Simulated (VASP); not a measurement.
Here is a VASP 6.6.1 calculation.

File INCAR:

```
SYSTEM = Ge
PREC     = Accurate       ! precision mode
ENCUT    = 520            ! plane-wave cutoff, eV
EDIFF    = 1E-6           ! SCF threshold, eV
ISMEAR   = 1              ! smearing method
SIGMA    = 0.03           ! smearing width, eV
LREAL    = .False.        ! projectors in reciprocal space
LASPH    = .True.         ! aspherical terms in the spheres
NELM     = 100            ! most SCF steps
ALGO     = Normal         ! electronic algorithm
ISIF     = 2              ! what is computed and relaxed
LWAVE    = .False.        ! write WAVECAR
LCHARG   = .False.        ! write CHGCAR
NBANDS   = 21             ! bands
```

File KPOINTS:

```
regular mesh
0
Gamma
  10 10 10
  0 0 0
```

File POSCAR:

```
Ge
1.0
    0.0000000000      2.8147752533      2.8147752533
    2.8147752533      0.0000000000      2.8147752533
    2.8147752533      2.8147752533      0.0000000000
Ge
2
Direct
    0.5000000000      0.5000000000      0.5000000000
    0.7500000000      0.7500000000      0.7500000000
```

Potentials or basis: VASP PAW LDA potentials, release 64 (Ge_d).

The run is started by

```console
$ cat potpaw_LDA.64/Ge_d/POTCAR > POTCAR
$ mpirun -np 1 vasp_std > vasp.out
```

Predict the band gap on the k mesh.

zero (filled and empty bands touch).

Predict the pressure.

-0.1 GPa.

Caveat: semilocal functionals underestimate gaps, and a narrow one can read as zero.
